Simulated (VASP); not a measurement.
Write the native input for VASP 6.6.1 that does the following.

| Item | Value |
| --- | --- |
| Task | single point |
| Functional | r2SCAN |
| Potentials or basis | VASP PAW PBE potentials, release 64 (Hf_pv, O) |
| Cutoff | 520 eV |
| k mesh | 8 × 8 × 8 |
| Occupations | gaussian, width 0.05 eV |
| Spin | no spin polarisation |
| Dipole correction | no |
| Further INCAR settings | ALGO = Normal; EDIFF = 1e-07; NBANDS = 18 |

Crystal: HfO2.

```
Hf O
1.0
     0.00000    2.55750    2.55750
     2.55750    0.00000    2.55750
     2.55750    2.55750    0.00000
Hf O
1 2
Direct
  0.11730 0.88270 0.88270
  0.25000 0.25000 0.25000
  0.75000 0.75000 0.75000
```

This cell differs from its parent crystal: atom 1 (Hf) moved by (-0.600, +0.000) A along x and y.

These files were run (other wordings do the same):

POSCAR

```
HfO2
1.0
    0.0000000000      2.5575000000      2.5575000000
    2.5575000000      0.0000000000      2.5575000000
    2.5575000000      2.5575000000      0.0000000000
Hf O
1 2
Direct
    0.1173020528     -0.1173020528     -0.1173020528
    0.2500000000      0.2500000000      0.2500000000
    0.7500000000      0.7500000000      0.7500000000
```

INCAR.step1

```
ALGO = Normal ; EDIFF = 1E-4
ENCUT = 520 ; GGA = PE
ISMEAR = 0 ; LASPH = T
LCHARG = F ; LREAL = F
LWAVE = T ; NBANDS = 18
NELM = 100 ; PREC = Accurate
SIGMA = 0.05
```

INCAR.step2

```
ALGO = Normal ; EDIFF = 1E-7
ENCUT = 520 ; ISIF = 2
ISMEAR = 0 ; ISTART = 1
LASPH = T ; LCHARG = T
LELF = T ; LMIXTAU = T
LREAL = F ; LVHAR = T
LWAVE = F ; METAGGA = R2SCAN
NBANDS = 18 ; NELM = 100
PREC = Accurate ; SIGMA = 0.05
```

KPOINTS

```
k-points
0
Gamma
  8 8 8
```

Potentials or basis: VASP PAW PBE potentials, release 64 (Hf_pv, O).

Run with:

```sh
$ cat potpaw_PBE.64/Hf_pv/POTCAR potpaw_PBE.64/O/POTCAR > POTCAR
$ cp INCAR.step1 INCAR
$ mpirun -np 1 vasp_std > vasp.out
$ cp INCAR.step2 INCAR
$ mpirun -np 1 vasp_std > vasp.out
```

It gave:

```json
{
 "Pressure": "24.6 GPa",
 "Largest force": "5.804 eV/Å",
 "Band gap on the k mesh": "3.26 eV, indirect (least direct gap 3.30 eV)"
}
```

Caveat: the cell differs from its parent crystal (atom 1 (Hf) moved by (-0.600, +0.000) A along x and y); the PAW data sets were made with another functional, which shifts forces and pressure a little; spin-orbit coupling is left out, which moves the levels of the heavy elements.

Wall time 78 s on 1 thread of Intel(R) Xeon(R) 6975P-C (Granite Rapids) (shared host), peak memory 0.18 GiB.
